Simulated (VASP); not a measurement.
The system is CuI.

```
Cu I
1.0
     4.37554    0.00000    0.00000
    -2.18777    3.78933    0.00000
     0.00000    0.00000    7.25379
Cu I
2 2
Cartesian
  0.0000 2.5262 1.8134
  2.1878 1.2631 5.4403
  2.1878 1.2631 1.8134
  0.0000 2.5262 5.4403
```

Base run:

| Quantity | Value |
| --- | --- |
| Program | VASP 6.6.1 |
| Functional | PBE |
| Potentials or basis | VASP PAW PBE potentials, release 64 (Cu, I) |
| Cutoff | 520 eV |
| k mesh | 6 × 6 × 4 |
| Occupations | gaussian, width 0.01 eV |
| Spin | no spin polarisation |

Its results: band gap on the k mesh 1.23 eV; pressure 1.1 GPa.

Task: The run is repeated on the same cell with these changes: functional from PBE to r2SCAN. What comes out?

Result: Band gap on the k mesh 1.66 eV; pressure -0.1 GPa.

Caveats: spin-orbit coupling is left out, which moves the levels of the heavy elements; the PAW data sets were made with another functional, which shifts forces and pressure a little (at least some runs).

A k mesh can miss the band edges.
